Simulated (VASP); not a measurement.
**BaTiO3: electric field gradients with PBE**

Crystal: BaTiO3.

```
Ba Ti O
1.0
     3.98410    0.00000    0.00000
     0.00000    2.83705    2.87426
     0.00000   -2.83705    2.87426
Ba Ti O
1 1 3
Direct
  0.00000 0.00000 0.00000
  0.50000 0.50790 0.50790
  0.00000 0.49210 0.49210
  0.50000 0.50251 0.99371
  0.50000 0.99371 0.50251
```

This cell differs from its parent crystal: zz strain of +1 %.

* Program: VASP 6.6.1
* Task: electric field gradients
* Functional: PBE
* Potentials or basis: VASP PAW PBE potentials, release 64 (Ba_sv, Ti_sv, O)
* Cutoff: 520 eV
* k mesh: 8 × 8 × 8
* Occupations: fermi-dirac, width 0.05 eV
* Spin: no spin polarisation
* Dipole correction: no
* Further INCAR settings: ALGO = Normal; EDIFF = 1e-08; NBANDS = 28

```yaml
Pressure: 2.0 GPa
Largest_force: 0.236 eV/Å
Band_gap_on_the_k_mesh: 1.75 eV (least direct gap 1.92 eV)
Largest_electric_field_gradient_by_atom: Ba -7.0; Ti -10.1; O +23.6, +26.5 (each value once) V/Å²
```

Forces on the atoms (eV/Å):
```
Ba   0.000  0.000  0.091
Ti   0.000  0.000  0.236
O    0.000  0.000  0.090
O    0.000  0.022 -0.209
O    0.000 -0.022 -0.209
```

Stress tensor (GPa, compression positive):
```
 3.28  0.00  0.00
 0.00  2.90  0.00
 0.00  0.00 -0.20
```

Levels at points of the mesh, in eV from the valence-band top:
| k point | band 17 | band 18 | band 19 | band 20 | band 21 | band 22 | band 23 | band 24 |
| --- | --- | --- | --- | --- | --- | --- | --- | --- |
| (0.00, 0.00, 0.00) | -1.08 | -0.26 | -0.26 | -0.17 | 1.75 | 1.78 | 1.88 | 3.83 |
| (0.50, 0.00, 0.00) | -1.85 | -1.83 | -0.84 | -0.71 | 1.93 | 3.49 | 3.51 | 3.82 |
| (0.00, 0.50, 0.00) | -1.80 | -1.71 | -0.78 | -0.73 | 1.95 | 3.41 | 3.42 | 3.90 |
| (0.50, 0.50, 0.00) | -1.73 | -0.87 | -0.87 | -0.09 | 3.42 | 3.51 | 3.87 | 4.62 |
| (0.00, 0.50, 0.50) | -1.71 | -0.98 | -0.93 | -0.14 | 3.40 | 3.45 | 3.81 | 4.77 |
| (0.50, 0.50, 0.50) | -2.36 | -0.05 | -0.02 | 0.00 | 4.06 | 4.10 | 4.10 | 6.59 |

Electric field gradients, principal values (V/Å²):
| atom | least | middle | greatest (by size) |
| --- | --- | --- | --- |
| 1 Ba | 0.408 | 6.619 | -7.026 |
| 2 Ti | 3.086 | 6.992 | -10.077 |
| 3 O | -11.166 | -12.469 | 23.635 |
| 4 O | -11.814 | -14.699 | 26.513 |
| 5 O | -11.814 | -14.699 | 26.513 |

It took 3.7 min on 1 thread of Intel(R) Xeon(R) Platinum 8175M CPU @ 2.50GHz (Skylake/Cascade Lake) (shared host), peak memory 0.31 GiB.

Caveat: the cell differs from its parent crystal (zz strain of +1 %); without QUAD_EFG the Cq values of the log hold for a quadrupole moment of 1 mb, not for the nuclei; spin-orbit coupling is left out, which moves the levels of the heavy elements. A k mesh can miss the band edges.
